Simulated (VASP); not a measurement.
Here is a VASP 6.6.1 calculation.

Contents of POSCAR:

```
In2O3
1.0
   -5.0585000000      5.0585000000      5.0585000000
    5.0585000000     -5.0585000000      5.0585000000
    5.0585000000      5.0585000000     -5.0585000000
In O
16 24
Direct
    0.5000000000      0.5000000000      0.5000000000
    0.5000000000      0.0000000000      0.0000000000
    0.0000000000      0.5000000000      0.0000000000
    0.0000000000      0.0000000000      0.5000000000
    0.2500000000      0.7163000000      0.4663000000
    0.7500000000      0.7837000000      0.0337000000
    0.4663000000      0.2500000000      0.7163000000
    0.0337000000      0.7500000000      0.7837000000
    0.7163000000      0.4663000000      0.2500000000
    0.7837000000      0.0337000000      0.7500000000
    0.7500000000      0.2837000000      0.5337000000
    0.2500000000      0.2163000000      0.9663000000
    0.5337000000      0.7500000000      0.2837000000
    0.9663000000      0.2500000000      0.2163000000
    0.2837000000      0.5337000000      0.7500000000
    0.2163000000      0.9663000000      0.2500000000
    0.5354000000      0.7708000000      0.5470000000
    0.7238000000      0.9884000000      0.9530000000
    0.9646000000      0.5116000000      0.2354000000
    0.7762000000      0.7292000000      0.2646000000
    0.5470000000      0.5354000000      0.7708000000
    0.9530000000      0.7238000000      0.9884000000
    0.2354000000      0.9646000000      0.5116000000
    0.2646000000      0.7762000000      0.7292000000
    0.7708000000      0.5470000000      0.5354000000
    0.9884000000      0.9530000000      0.7238000000
    0.5116000000      0.2354000000      0.9646000000
    0.7292000000      0.2646000000      0.7762000000
    0.4646000000      0.2292000000      0.4530000000
    0.2762000000      0.0116000000      0.0470000000
    0.0354000000      0.4884000000      0.7646000000
    0.2238000000      0.2708000000      0.7354000000
    0.4530000000      0.4646000000      0.2292000000
    0.0470000000      0.2762000000      0.0116000000
    0.7646000000      0.0354000000      0.4884000000
    0.7354000000      0.2238000000      0.2708000000
    0.2292000000      0.4530000000      0.4646000000
    0.0116000000      0.0470000000      0.2762000000
    0.4884000000      0.7646000000      0.0354000000
    0.2708000000      0.7354000000      0.2238000000
```

The input INCAR.step1:

```
SYSTEM = In2O3
PREC = Accurate
ENCUT = 520
ISMEAR = 0
SIGMA = 0.01
LREAL = Auto
LASPH = .TRUE.
NELM = 60
NBANDS = 202
GGA = PE
ALGO = Normal
EDIFF = 1E-4
LWAVE = .TRUE.
LCHARG = .FALSE.
```

File INCAR.step2:

```
SYSTEM = In2O3
PREC = Accurate
ENCUT = 520
EDIFF = 1E-7
ISMEAR = 0
SIGMA = 0.01
LREAL = Auto
LASPH = .TRUE.
NELM = 60
ALGO = Normal
ISIF = 2
LWAVE = .FALSE.
LCHARG = .TRUE.
METAGGA = R2SCAN
LMIXTAU = .TRUE.
LELF = .TRUE.
LVHAR = .TRUE.
NBANDS = 202
ISTART = 1
```

KPOINTS

```
Automatic mesh
0
G
  3 3 3
  0 0 0
```

Potentials or basis: VASP PAW PBE potentials, release 64 (In_d, O).

Command:

```bash
$ cat potpaw_PBE.64/In_d/POTCAR potpaw_PBE.64/O/POTCAR > POTCAR
$ cp INCAR.step1 INCAR
$ mpirun -np 1 vasp_std > vasp.out
$ cp INCAR.step2 INCAR
$ mpirun -np 1 vasp_std > vasp.out
```

**Question.** Estimate the pressure.

**Answer.** 2.8 GPa.

**Question.** Predict the band gap on the k mesh.

**Answer.** 1.72 eV.

**Question.** Estimate the largest force.

**Answer.** 0.363 eV/Å.

Forces on the atoms (eV/Å):
```
In   0.000  0.000  0.000
In   0.000  0.000  0.000
In   0.000  0.000  0.000
In   0.000  0.000  0.000
In   0.031  0.000  0.000
In  -0.031  0.000  0.000
In   0.000  0.031  0.000
In   0.000 -0.031  0.000
In   0.000  0.000  0.031
In   0.000  0.000 -0.031
In  -0.031  0.000  0.000
In   0.031  0.000  0.000
In   0.000 -0.031  0.000
In   0.000  0.031  0.000
In   0.000  0.000 -0.031
In   0.000  0.000  0.031
O    0.078 -0.207  0.287
O   -0.078  0.207  0.287
O    0.078  0.207 -0.287
O   -0.078 -0.207 -0.287
O    0.287  0.078 -0.207
O    0.287 -0.078  0.207
O   -0.287  0.078  0.207
O   -0.287 -0.078 -0.207
O   -0.207  0.287  0.078
O    0.207  0.287 -0.078
O    0.207 -0.287  0.078
O   -0.207 -0.287 -0.078
O   -0.078  0.207 -0.287
O    0.078 -0.207 -0.287
O   -0.078 -0.207  0.287
O    0.078  0.207  0.287
O   -0.287 -0.078  0.207
O   -0.287  0.078 -0.207
O    0.287 -0.078 -0.207
O    0.287  0.078  0.207
O    0.207 -0.287 -0.078
O   -0.207 -0.287  0.078
O   -0.207  0.287 -0.078
O    0.207  0.287  0.078
```

Caveat: the PAW data sets were made with another functional, which shifts forces and pressure a little; spin-orbit coupling is left out, which moves the levels of the heavy elements. r2SCAN opens gaps a little over a GGA but as a rule still falls short of measured ones.
